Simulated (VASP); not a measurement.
Here is a VASP 6.6.1 calculation.

Contents of POSCAR:

```
Sr
1.0
   -2.4250000000      2.4250000000      2.3886250000
    2.4250000000     -2.4250000000      2.3886250000
    2.4250000000      2.4250000000     -2.3886250000
Sr
1
Direct
    0.0000000000      0.0000000000      0.0000000000
```

INCAR.step1

```
SYSTEM = Sr
PREC = Accurate
ENCUT = 520
ISMEAR = 0
SIGMA = 0.15
LREAL = .False.
LASPH = .True.
NELM = 100
NBANDS = 11
GGA = PE
ALGO = Normal
EDIFF = 1E-4
LWAVE = .True.
LCHARG = .False.
```

INCAR.step2

```
SYSTEM = Sr
PREC = Accurate
ENCUT = 520
EDIFF = 1E-6
ISMEAR = 0
SIGMA = 0.15
LREAL = .False.
LASPH = .True.
NELM = 100
ALGO = Normal
ISIF = 2
LWAVE = .False.
LCHARG = .False.
METAGGA = R2SCAN
LMIXTAU = .True.
NBANDS = 11
ISTART = 1
```

KPOINTS

```
Automatic mesh
0
Gamma
  14 14 14
  0 0 0
```

Potentials or basis: VASP PAW PBE potentials, release 64 (Sr_sv).

Command:

```bash
$ cat potpaw_PBE.64/Sr_sv/POTCAR > POTCAR
$ cp INCAR.step1 INCAR
$ mpirun -np 1 vasp_std > vasp.out
$ cp INCAR.step2 INCAR
$ mpirun -np 1 vasp_std > vasp.out
```

Q: Predict the band gap on the k mesh.

A: Zero (band 5 reaches 1.81 eV, above the bottom of band 6 at 1.48 eV).

Q: Predict the pressure.

A: 0.0 GPa.

Caveat: the cell differs from its parent crystal (strain +0.000 along x and y, -0.015 along z); the PAW data sets were made with another functional, which shifts forces and pressure a little.
